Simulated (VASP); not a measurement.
# Sr (P6_3/mmc) in VASP: further runs, part 2 of 2

VASP 6.6.1. Earlier steps stand in the parts before.

## 4. Single point, r2SCAN (strain +0.000 along x and y, -0.080 along z)

The input, POSCAR:

```
Sr
1.0
    4.3100002207      0.0000000000      0.0000000000
   -2.1550001104      3.7325696814      0.0000000000
    0.0000000000      0.0000000000      6.4860000000
Sr
2
Direct
    0.3333333333      0.6666666667      0.2500000000
    0.6666666667      0.3333333333      0.7500000000
```

The input, INCAR.step1:

```
SYSTEM = Sr
PREC     = Accurate       ! precision mode
ENCUT    = 520            ! plane-wave cutoff, eV
ISMEAR   = 0              ! smearing method
SIGMA    = 0.15           ! smearing width, eV
LREAL    = .False.        ! projectors in reciprocal space
LASPH    = .True.         ! aspherical terms in the spheres
NELM     = 60             ! most SCF steps
NBANDS   = 17             ! bands
GGA      = PE             ! functional
ALGO     = Normal         ! electronic algorithm
EDIFF    = 1E-4           ! SCF threshold, eV
LWAVE    = .True.         ! write WAVECAR
LCHARG   = .False.        ! write CHGCAR
```

The input, INCAR.step2:

```
SYSTEM = Sr
PREC     = Accurate       ! precision mode
ENCUT    = 520            ! plane-wave cutoff, eV
EDIFF    = 1E-6           ! SCF threshold, eV
ISMEAR   = 0              ! smearing method
SIGMA    = 0.15           ! smearing width, eV
LREAL    = .False.        ! projectors in reciprocal space
LASPH    = .True.         ! aspherical terms in the spheres
NELM     = 60             ! most SCF steps
ALGO     = Normal         ! electronic algorithm
ISIF     = 2              ! what is computed and relaxed
LWAVE    = .False.        ! write WAVECAR
LCHARG   = .True.         ! write CHGCAR
METAGGA  = R2SCAN         ! meta-GGA
LMIXTAU  = .True.       
LELF     = .True.         ! ELF
LVHAR    = .True.       
NBANDS   = 17             ! bands
ISTART   = 1
```

The input, KPOINTS:

```
Automatic mesh
0
Gamma
  12 12 8
  0 0 0
```

Potentials or basis: VASP PAW PBE potentials, release 64 (Sr_sv).

Command:

```console
cat potpaw_PBE.64/Sr_sv/POTCAR > POTCAR
cp INCAR.step1 INCAR
mpirun -np 1 vasp_std > vasp.out
cp INCAR.step2 INCAR
mpirun -np 1 vasp_std > vasp.out
```

OUTCAR:

```text
SYSTEM = Sr
   PREC = Accurate
   ENCUT = 520
   EDIFF = 1E-6
   ISMEAR = 0
   LREAL = .False.
   LASPH = .True.
   NELM = 60
   ISIF = 2
   METAGGA = R2SCAN
   ISTART = 1

 ion  position               nearest neighbor table
   1  0.333  0.667  0.250-   2 4.09   2 4.09   2 4.09   2 4.09   2 4.09   2 4.09
   2  0.667  0.333  0.750-   1 4.09   1 4.09   1 4.09   1 4.09   1 4.09   1 4.09

  LATTYP: Found a hexagonal cell.
 ALAT       =     4.3100002207
 C/A-ratio  =     1.5048723127

  Lattice vectors:

 A1 = (   4.3100002207,   0.0000000000,   0.0000000000)
 A2 = (  -2.1550001104,   3.7325696814,   0.0000000000)
 A3 = (   0.0000000000,   0.0000000000,   6.4860000000)

Analysis of symmetry for initial positions (statically):
=====================================================================
 Subroutine PRICEL returns:
 Original cell was already a primitive cell.

 Routine SETGRP: Setting up the symmetry group for a
 hexagonal supercell.

 Subroutine GETGRP returns: Found 24 space group operations
 (whereof 12 operations were pure point group operations)
 out of a pool of 24 trial point group operations.

The static configuration has the point symmetry D_3d.
 The point group associated with its full space group is D_6h.

Analysis of symmetry for dynamics (positions and initial velocities):
=====================================================================
 Subroutine PRICEL returns:
 Original cell was already a primitive cell.

 Routine SETGRP: Setting up the symmetry group for a
 hexagonal supercell.

 Subroutine GETGRP returns: Found 24 space group operations
 (whereof 12 operations were pure point group operations)
 out of a pool of 24 trial point group operations.

The dynamic configuration has the point symmetry D_3d.
 The point group associated with its full space group is D_6h.

 Subroutine INISYM returns: Found 24 space group operations
 (whereof 12 operations are pure point group operations),
 and found     1 'primitive' translations
[... 112 lines left out ...]
   IALGO  =     38    algorithm
   IMIX   =      4    mixing-type and parameters
     AMIX     =   0.40;   BMIX     =  1.00
     AMIX_MAG =   1.60;   BMIX_MAG =  1.00
  volume/ion in A,a.u.               =      52.17       352.07
  Fermi-wavevector in a.u.,A,eV,Ry     =   0.943910  1.783732 12.122340  0.890967
  Thomas-Fermi vector in A             =   2.071664
   LORBIT       =      0    0 simple, 1 ext, 2 COOP (PROOUT), +10 PAW based schemes
   METAGGA = R2SCAN    functional components
   LHFCALC =     F    Hartree Fock is set to
   AEXX    =    0.0000 exact exchange contribution
   IVDW    =     0    specifies the selected vdW correction
   LEPSILON=     F    determine dielectric tensor
   LRPA    =     F    only Hartree local field effects (RPA)
 non-spin polarized calculation
 Gauss-broadening in eV      SIGMA  =   0.15
  energy-cutoff  :      520.00
  volume of cell :      104.34
 maximum number of plane-waves:      2836
   NGX = 17   NGY = 17   NGZ = 25

 number of electron      20.0000000 magnetization

 Free energy of the ion-electron system (eV)
  ---------------------------------------------------
  ext. energy  EPLUGINS =         0.00000000
  ---------------------------------------------------
  free energy    TOTEN  =       -30.12262324 eV

  energy without entropy =      -30.09627769  energy(sigma->0) =      -30.10945046

 E-fermi :   1.8426     XC(G=0):  -7.9660

 val. band max:        1.8327342559   @ k =   0.3333   0.2500   0.0000
 cond. band min:       1.8533813675   @ k =   0.3333   0.3333   0.5000
 fundamental gap:      0.0206471116
 Fermi energy:         1.8425572999

 k-point     1 :       0.0000    0.0000    0.0000
  band No.  band energies     occupation
      1     -36.1167      2.00000
      2     -36.0894      2.00000
      3     -17.6574      2.00000
      4     -17.4136      2.00000
      5     -17.4136      2.00000
      6     -17.3643      2.00000
[... 457 lines left out ...]
      4     -17.5113      2.00000
      5     -17.4845      2.00000
      6     -17.4489      2.00000
[... 9 lines left out ...]
     16       5.7075      0.00000
     17       6.2421      0.00000

 [... further k-points ...]

------------------------ aborting loop because EDIFF is reached ----------------------------------------

  FORCE on cell =-STRESS in cart. coord.  units (eV):
  Direction    XX          YY          ZZ          XY          YZ          ZX
  --------------------------------------------------------------------------------------
  -------------------------------------------------------------------------------------
  Total        0.4450072      0.4450072      1.7263737     -0.0000000     -0.0000000     -0.0000000
  in kB        6.8330641      6.8330641     26.5083833     -0.0000000     -0.0000000     -0.0000000
  external PRESSURE =      13.3915039 kB  Pullay stress =       0.0000000 kB

 VOLUME and BASIS-vectors are now :
 -----------------------------------------------------------------------------
  energy-cutoff  :      520.00
  volume of cell :      104.34
      direct lattice vectors                 reciprocal lattice vectors
     4.310000221  0.000000000  0.000000000     0.232018550  0.133955972  0.000000000
    -2.155000110  3.732569681  0.000000000     0.000000000  0.267911944  0.000000000
     0.000000000  0.000000000  6.486000000     0.000000000  0.000000000  0.154178230

 POSITION                                       TOTAL-FORCE (eV/Angst)
 -----------------------------------------------------------------------------------
     -0.00000      2.48838      1.62150        -0.000000      0.000000      0.000000
      2.15500      1.24419      4.86450         0.000000     -0.000000     -0.000000
 -----------------------------------------------------------------------------------
    total drift:                               -0.000000      0.000000     -0.000000

  FREE ENERGIE OF THE ION-ELECTRON SYSTEM (eV)
  ---------------------------------------------------
  free  energy   TOTEN  =       -30.1226232393 eV

  energy  without entropy=      -30.0962776900  energy(sigma->0) =      -30.10945046
```

OSZICAR.step1:

```text
N       E                     dE             d eps       ncg     rms          rms(c)
DAV:   1     0.105588311429E+03    0.10559E+03   -0.94331E+03  3238   0.995E+02
DAV:   2     0.498815479300E+01   -0.10060E+03   -0.99098E+02  4179   0.228E+02
DAV:   3    -0.304574579539E+01   -0.80339E+01   -0.80002E+01  5921   0.460E+01
DAV:   4    -0.322651672324E+01   -0.18077E+00   -0.18069E+00  4227   0.637E+00
DAV:   5    -0.323130277091E+01   -0.47860E-02   -0.47857E-02  5339   0.775E-01    0.166E+01
DAV:   6    -0.323052106078E+01    0.78171E-03   -0.13077E-02  4062   0.116E+00    0.944E+00
DAV:   7    -0.323076863181E+01   -0.24757E-03   -0.22870E-02  3746   0.152E+00    0.406E-01
DAV:   8    -0.323091713074E+01   -0.14850E-03   -0.31305E-03  5296   0.264E-01    0.131E-01
DAV:   9    -0.323096319046E+01   -0.46060E-04   -0.88124E-05  3085   0.556E-02
   1 F= -.32309632E+01 E0= -.32174861E+01  d E =-.269542E-01
```

Run time: 4.5 min. Hardware: 1 thread of Intel Xeon 6975P-C (Granite Rapids), shared host; peak memory 0.31 GiB.

Results:

| Property | Result |
| --- | --- |
| Free energy | -30.1226 eV |
| Pressure | 1.3 GPa |
| Band gap on the k mesh | zero (bands 10 and 11 overlap by 0.45 eV) |

Stress tensor (GPa, compression positive):
```
0.68 0.00 0.00
0.00 0.68 0.00
0.00 0.00 2.65
```

Caveat: the cell differs from its parent crystal (strain +0.000 along x and y, -0.080 along z); the PAW data sets were made with another functional, which shifts forces and pressure a little.

## 5. Single point, r2SCAN (strain -0.040 along x and y, +0.000 along z)

The input, POSCAR:

```
Sr
1.0
    4.1376002118      0.0000000000      0.0000000000
   -2.0688001059      3.5832668942      0.0000000000
    0.0000000000      0.0000000000      7.0500000000
Sr
2
Direct
    0.3333333333      0.6666666667      0.2500000000
    0.6666666667      0.3333333333      0.7500000000
```

The input, INCAR.step1:

```
  PREC = Accurate
  ENCUT = 520
  ISMEAR = 0
  SIGMA = 0.15
  LREAL = False
  LASPH = True
  NELM = 60
  NBANDS = 17
  GGA = PE
  ALGO = Normal
  EDIFF = 1E-4
  LWAVE = True
  LCHARG = False
```

The input, INCAR.step2:

```
  PREC = Accurate
  ENCUT = 520
  EDIFF = 1E-7
  ISMEAR = 0
  SIGMA = 0.15
  LREAL = False
  LASPH = True
  NELM = 60
  ALGO = Normal
  ISIF = 2
  LWAVE = False
  LCHARG = False
  METAGGA = R2SCAN
  LMIXTAU = True
  NBANDS = 17
  ISTART = 1
```

The input, KPOINTS:

```
Automatic mesh
0
Gamma
  12 12 8
```

Potentials or basis: VASP PAW PBE potentials, release 64 (Sr_sv).

Command:

```console
cat potpaw_PBE.64/Sr_sv/POTCAR > POTCAR
cp INCAR.step1 INCAR
mpirun -np 1 vasp_std > vasp.out
cp INCAR.step2 INCAR
mpirun -np 1 vasp_std > vasp.out
```

OUTCAR:

```text
PREC = Accurate
   ENCUT = 520
   EDIFF = 1E-7
   ISMEAR = 0
   LREAL = False
   LASPH = True
   NELM = 60
   ISIF = 2
   METAGGA = R2SCAN
   ISTART = 1

 ion  position               nearest neighbor table
   1  0.333  0.667  0.250-   2 4.26   2 4.26   2 4.26   2 4.26   2 4.26   2 4.26
   2  0.667  0.333  0.750-   1 4.26   1 4.26   1 4.26   1 4.26   1 4.26   1 4.26

  LATTYP: Found a hexagonal cell.
 ALAT       =     4.1376002118
 C/A-ratio  =     1.7038862237

  Lattice vectors:

 A1 = (   4.1376002118,   0.0000000000,   0.0000000000)
 A2 = (  -2.0688001059,   3.5832668942,   0.0000000000)
 A3 = (   0.0000000000,   0.0000000000,   7.0500000000)

Analysis of symmetry for initial positions (statically):
=====================================================================
 Subroutine PRICEL returns:
 Original cell was already a primitive cell.

 Routine SETGRP: Setting up the symmetry group for a
 hexagonal supercell.

 Subroutine GETGRP returns: Found 24 space group operations
 (whereof 12 operations were pure point group operations)
 out of a pool of 24 trial point group operations.

The static configuration has the point symmetry D_3d.
 The point group associated with its full space group is D_6h.

Analysis of symmetry for dynamics (positions and initial velocities):
=====================================================================
 Subroutine PRICEL returns:
 Original cell was already a primitive cell.

 Routine SETGRP: Setting up the symmetry group for a
 hexagonal supercell.

 Subroutine GETGRP returns: Found 24 space group operations
 (whereof 12 operations were pure point group operations)
 out of a pool of 24 trial point group operations.

The dynamic configuration has the point symmetry D_3d.
 The point group associated with its full space group is D_6h.

 Subroutine INISYM returns: Found 24 space group operations
 (whereof 12 operations are pure point group operations),
 and found     1 'primitive' translations

[... 111 lines left out ...]
   IALGO  =     38    algorithm
   IMIX   =      4    mixing-type and parameters
     AMIX     =   0.40;   BMIX     =  1.00
     AMIX_MAG =   1.60;   BMIX_MAG =  1.00
  volume/ion in A,a.u.               =      52.26       352.68
  Fermi-wavevector in a.u.,A,eV,Ry     =   0.943364  1.782699 12.108306  0.889935
  Thomas-Fermi vector in A             =   2.071064
   LORBIT       =      0    0 simple, 1 ext, 2 COOP (PROOUT), +10 PAW based schemes
   METAGGA = R2SCAN    functional components
   LHFCALC =     F    Hartree Fock is set to
   AEXX    =    0.0000 exact exchange contribution
   IVDW    =     0    specifies the selected vdW correction
   LEPSILON=     F    determine dielectric tensor
   LRPA    =     F    only Hartree local field effects (RPA)
 non-spin polarized calculation
 Gauss-broadening in eV      SIGMA  =   0.15
  energy-cutoff  :      520.00
  volume of cell :      104.52
 maximum number of plane-waves:      2846
 NGX is ok and might be reduce to    32
   NGX = 15   NGY = 15   NGZ = 27

 number of electron      20.0000000 magnetization

 Free energy of the ion-electron system (eV)
  ---------------------------------------------------
  ext. energy  EPLUGINS =         0.00000000
  ---------------------------------------------------
  free energy    TOTEN  =       -30.16206634 eV

  energy without entropy =      -30.13563724  energy(sigma->0) =      -30.14885179

 E-fermi :   1.8014     XC(G=0):  -7.9583

 val. band max:        1.7987987015   @ k =   0.2500   0.0833   0.0000
 cond. band min:       1.8309829778   @ k =   0.5000   0.0000   0.0000
 fundamental gap:      0.0321842763
 Fermi energy:         1.8014457153

 k-point     1 :       0.0000    0.0000    0.0000
  band No.  band energies     occupation
      1     -36.1298      2.00000
      2     -36.1139      2.00000
      3     -17.5909      2.00000
      4     -17.4085      2.00000
      5     -17.4085      2.00000
      6     -17.3829      2.00000
[... 457 lines left out ...]
      4     -17.5465      2.00000
      5     -17.5086      2.00000
      6     -17.4518      2.00000
[... 9 lines left out ...]
     16       5.6816      0.00000
     17       6.0593      0.00000

 [... further k-points ...]

------------------------ aborting loop because EDIFF is reached ----------------------------------------

  FORCE on cell =-STRESS in cart. coord.  units (eV):
  Direction    XX          YY          ZZ          XY          YZ          ZX
  --------------------------------------------------------------------------------------
  -------------------------------------------------------------------------------------
  Total        0.9713719      0.9713719      0.4288244      0.0000000     -0.0000000      0.0000000
  in kB       14.8894720     14.8894720      6.5731459      0.0000000     -0.0000000      0.0000000
  external PRESSURE =      12.1173633 kB  Pullay stress =       0.0000000 kB

 VOLUME and BASIS-vectors are now :
 -----------------------------------------------------------------------------
  energy-cutoff  :      520.00
  volume of cell :      104.52
      direct lattice vectors                 reciprocal lattice vectors
     4.137600212  0.000000000  0.000000000     0.241685989  0.139537471  0.000000000
    -2.068800106  3.583266894  0.000000000     0.000000000  0.279074942  0.000000000
     0.000000000  0.000000000  7.050000000     0.000000000  0.000000000  0.141843972

 POSITION                                       TOTAL-FORCE (eV/Angst)
 -----------------------------------------------------------------------------------
     -0.00000      2.38884      1.76250        -0.000000     -0.000000      0.000000
      2.06880      1.19442      5.28750         0.000000      0.000000     -0.000000
 -----------------------------------------------------------------------------------
    total drift:                               -0.000000      0.000000     -0.000000

  FREE ENERGIE OF THE ION-ELECTRON SYSTEM (eV)
  ---------------------------------------------------
  free  energy   TOTEN  =       -30.1620663405 eV

  energy  without entropy=      -30.1356372443  energy(sigma->0) =      -30.14885179
```

OUTCAR.step1:

```text
PREC = Accurate
   ENCUT = 520
   ISMEAR = 0
   LREAL = False
   LASPH = True
[... 705 lines left out ...]
     -0.00000      2.38884      1.76250        -0.000000      0.000000      0.000000
      2.06880      1.19442      5.28750         0.000000     -0.000000      0.000000
 -----------------------------------------------------------------------------------
    total drift:                               -0.000000      0.000000     -0.000000

  FREE ENERGIE OF THE ION-ELECTRON SYSTEM (eV)
  ---------------------------------------------------
  free  energy   TOTEN  =        -3.2621323598 eV

  energy  without entropy=       -3.2330799086  energy(sigma->0) =       -3.24760613
```

OSZICAR.step1:

```text
N       E                     dE             d eps       ncg     rms          rms(c)
DAV:   1     0.106751522361E+03    0.10675E+03   -0.94993E+03  3230   0.998E+02
DAV:   2     0.500167111051E+01   -0.10175E+03   -0.10013E+03  4165   0.229E+02
DAV:   3    -0.309668444701E+01   -0.80984E+01   -0.80727E+01  5897   0.462E+01
DAV:   4    -0.326028386702E+01   -0.16360E+00   -0.16335E+00  4373   0.621E+00
DAV:   5    -0.326362535330E+01   -0.33415E-02   -0.33392E-02  5146   0.703E-01    0.166E+01
DAV:   6    -0.326243935267E+01    0.11860E-02   -0.13215E-02  4225   0.117E+00    0.945E+00
DAV:   7    -0.326200666773E+01    0.43268E-03   -0.22990E-02  3754   0.153E+00    0.407E-01
DAV:   8    -0.326208713020E+01   -0.80462E-04   -0.31797E-03  5208   0.267E-01    0.130E-01
DAV:   9    -0.326213235977E+01   -0.45230E-04   -0.97649E-05  3103   0.551E-02
   1 F= -.32621324E+01 E0= -.32476061E+01  d E =-.290525E-01
```

Wall time 6.3 min (1 thread of Intel Xeon 6975P-C (Granite Rapids), shared host); peak memory 0.33 GiB.

Results:

```yaml
Free_energy: -30.1621 eV
Pressure: 1.2 GPa
Band_gap_on_the_k_mesh: zero (bands 10 and 11 overlap by 0.40 eV)
```

Caveat: the cell differs from its parent crystal (strain -0.040 along x and y, +0.000 along z); the PAW data sets were made with another functional, which shifts forces and pressure a little.

## 6. The runs side by side

| cell | gap on the mesh (eV) | pressure (GPa) |
| --- | --- | --- |
| a = 4.138, b = 4.138, c = 6.768 Å, angles 90.0, 90.0, 120.0°, 2 atoms | none | 1.9 |
| a = 3.965, b = 3.965, c = 7.614 Å, angles 90.0, 90.0, 120.0°, 2 atoms | none | 1.5 |
| a = 4.310, b = 4.310, c = 6.486 Å, angles 90.0, 90.0, 120.0°, 2 atoms | none | 1.3 |
| a = 4.138, b = 4.138, c = 7.050 Å, angles 90.0, 90.0, 120.0°, 2 atoms | none | 1.2 |

Alike in all rows: task single point; level r2SCAN; potentials or basis VASP PAW PBE potentials, release 64 (Sr_sv); no spin polarisation; k mesh 12 × 12 × 8; cutoff (eV) 520; smearing gaussian 0.15 eV.

Caveats: the PAW data sets were made with another functional, which shifts forces and pressure a little; the stress differs along the axes, from -2 to 3 GPa (at least some runs).

Absolute energies hang on the potentials; compare differences alone.

The gap in the log of VASP goes by the Fermi energy; the results here count the filled bands.